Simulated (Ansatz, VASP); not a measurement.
# Two plane-wave programs on C

Contents of INCAR:

```
SYSTEM = C
PREC = Accurate
ENCUT = 520
EDIFF = 1E-7
ISMEAR = 0
SIGMA = 0.05
LREAL = .FALSE.
LASPH = .TRUE.
NELM = 100
ALGO = Normal
ISIF = 2
LWAVE = .FALSE.
LCHARG = .FALSE.
GGA = PE
NBANDS = 26
```

KPOINTS

```
Automatic mesh
0
G
  12 12 4
  0 0 0
```

Contents of POSCAR:

```
C
1.0
    2.4971642856      0.0000000000      0.0000000000
   -1.2485821428      2.1626077088      0.0000000000
    0.0000000000      0.0000000000      8.2357629922
C
8
Direct
   -0.0082542016     -0.0165084032      0.0929732494
   -0.0082542016     -0.0165084032      0.5929732494
   -0.0082542016     -0.0165084032      0.4070267506
   -0.0082542016     -0.0165084032      0.9070267506
    0.3415875349      0.6831750699      0.1555299995
    0.6749208683      0.3498417365      0.6555299995
    0.3415875349      0.6831750699      0.3444700005
    0.6749208683      0.3498417365      0.8444700005
```

Input for Ansatz:

```yaml
crystal:
  lattice:
    - [2.4971642856, 0.0, 0.0]
    - [-1.2485821428, 2.1626077088, 0.0]
    - [0.0, 0.0, 8.2357629922]
  atoms:
    - { symbol: C, position: [-0.0082542016, -0.0165084032, 0.0929732494] }
    - { symbol: C, position: [-0.0082542016, -0.0165084032, 0.5929732494] }
    - { symbol: C, position: [-0.0082542016, -0.0165084032, 0.4070267506] }
    - { symbol: C, position: [-0.0082542016, -0.0165084032, 0.9070267506] }
    - { symbol: C, position: [0.3415875349, 0.6831750699, 0.1555299995] }
    - { symbol: C, position: [0.6749208683, 0.3498417365, 0.6555299995] }
    - { symbol: C, position: [0.3415875349, 0.6831750699, 0.3444700005] }
    - { symbol: C, position: [0.6749208683, 0.3498417365, 0.8444700005] }
basis:
  ecutwfc: 520.0
kpoints:
  mp_grid: { grid: [12, 12, 4] }
hamiltonian:
  xc: pbe
  pseudopotentials: { kind: paw, azcp: { folder: soft_1 } }
scf:
  occupations: { method: gaussian, width: 0.05 }
output:
  forces: true
  stress: true
  eigenvalues: true
```

Change from the starting cell: mode 14 frozen in at -0.036 Å, equal normal strain along x, y and z -0.0083.

Alike in both runs: task single point; functional PBE; k mesh 12 × 12 × 4; occupations gaussian, width 0.05 eV; no spin polarisation.

|  | VASP | Ansatz |
| --- | --- | --- |
| version | VASP 6.6.1 | Ansatz 0.2.0 |
| potentials or method | VASP PAW PBE potentials, release 64 (C), cutoff 520 eV | scalar-relativistic, plane waves, PAW |
| valence electrons in the cell | 32 | 32 |

VASP gave:

```
gap on the k mesh at the Fermi level (eV)                     : 3.97
least direct gap on the mesh (eV)                             : 4.50
pressure (GPa)                                                : 14.2
traceless stress, the component that is largest in VASP (GPa) : 1.45
rms of the force components (eV/Å)                            : 1.388
```

Problem. Estimate Ansatz's values.

Solution. gap on the k mesh at the Fermi level (eV): 3.98; least direct gap on the mesh (eV): 4.51; pressure (GPa): 13.5; traceless stress, the component that is largest in VASP (GPa): 1.43; rms of the force components (eV/Å): 1.377.

Atom by atom the forces differ by 0.011 eV/Å (rms over components).
